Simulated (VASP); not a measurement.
Wanted: the native input for a VASP 6.6.1 run.

```yaml
Task: single point
Functional: PBE
Potentials_or_basis: VASP PAW PBE potentials, release 64 (Cs_sv, Re)
Cutoff: 520 eV
k_mesh: 6 × 6 × 2
Occupations: gaussian, width 0.1 eV
Spin: no spin polarisation
Dipole_correction: no
Further_INCAR_settings: ALGO = Normal; EDIFF = 1e-07; NBANDS = 24
```

The structure of CsRe lies in POSCAR:

```
CsRe
1.0
    3.5331450610      0.0000000000      0.0000000000
    0.0000000000      3.5331450610      0.0000000000
    0.0000000000      0.0000000000     11.8712465015
Cs Re
2 2
Direct
    0.5000000000      0.0000000000      0.2671459728
    0.0000000000      0.5000000000      0.7328540272
    0.5000000000      0.0000000000      0.9807722539
    0.0000000000      0.5000000000      0.0192277461
```

One way to write it, as run:

INCAR

```
SYSTEM = CsRe
PREC     = Accurate       ! precision mode
ENCUT    = 520            ! plane-wave cutoff, eV
EDIFF    = 1E-7           ! SCF threshold, eV
ISMEAR   = 0              ! smearing method
SIGMA    = 0.1            ! smearing width, eV
LREAL    = .False.        ! projectors in reciprocal space
LASPH    = .True.         ! aspherical terms in the spheres
NELM     = 60             ! most SCF steps
ALGO     = Normal         ! electronic algorithm
ISIF     = 2              ! what is computed and relaxed
LWAVE    = .False.        ! write WAVECAR
LCHARG   = .False.        ! write CHGCAR
GGA      = PE             ! functional
NBANDS   = 24             ! bands
```

KPOINTS

```
Automatic mesh
0
Gamma
  6 6 2
  0 0 0
```

Potentials or basis: VASP PAW PBE potentials, release 64 (Cs_sv, Re).

The run is started by

```console
$ cat potpaw_PBE.64/Cs_sv/POTCAR potpaw_PBE.64/Re/POTCAR > POTCAR
$ mpirun -np 1 vasp_std > vasp.out
```

It gave:

- Pressure: -0.2 GPa
- Largest force: 0.048 eV/Å
- Band gap on the k mesh: zero (band 16 reaches 3.68 eV, above the bottom of band 17 at 2.98 eV)

Caveat: spin-orbit coupling is left out, which moves the levels of the heavy elements.

Wall time 61 s on 1 thread of Intel(R) Xeon(R) Platinum 8488C (Sapphire Rapids), with other jobs on the host, peak memory 0.28 GiB.
